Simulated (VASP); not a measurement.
Runs of VASP 6.6.1 on Te. The structure is that of space group I4_1/amd (No. 141), or close to it. The cells are those of the table. 

```tsv
task	cell	k mesh	cutoff (eV)	gap on the mesh (eV)	pressure (GPa)
single point	a = 6.382 Å, angles 105.8, 105.8, 117.0°, 6 atoms	4 × 4 × 4	520	none	-0.1
relaxation of cell and atoms	relaxed from a = 5.763 Å, angles 101.1, 101.1, 127.8°, 6 atoms	4 × 4 × 4	600	none	0.0
single point	a = 6.469 Å, angles 104.1, 104.1, 120.9°, 6 atoms	8 × 8 × 8	520	none	0.0
single point	a = 5.763 Å, angles 101.1, 101.1, 127.8°, 6 atoms	4 × 4 × 4	520	none	(a)
```

Alike in all rows: level PBE; potentials or basis VASP PAW PBE potentials, release 64 (Te); no spin polarisation; smearing gaussian 0.1 eV.

Problem. Estimate the missing entries.

Solution. (a) 49.7.

Caveats: some runs use coarse meshes; spin-orbit coupling is left out, which moves the levels of the heavy elements.

A k mesh can miss the band edges, and the runs leave out spin-orbit coupling on Te.

A gap of «none» marks levels without a gap at the run's occupations.
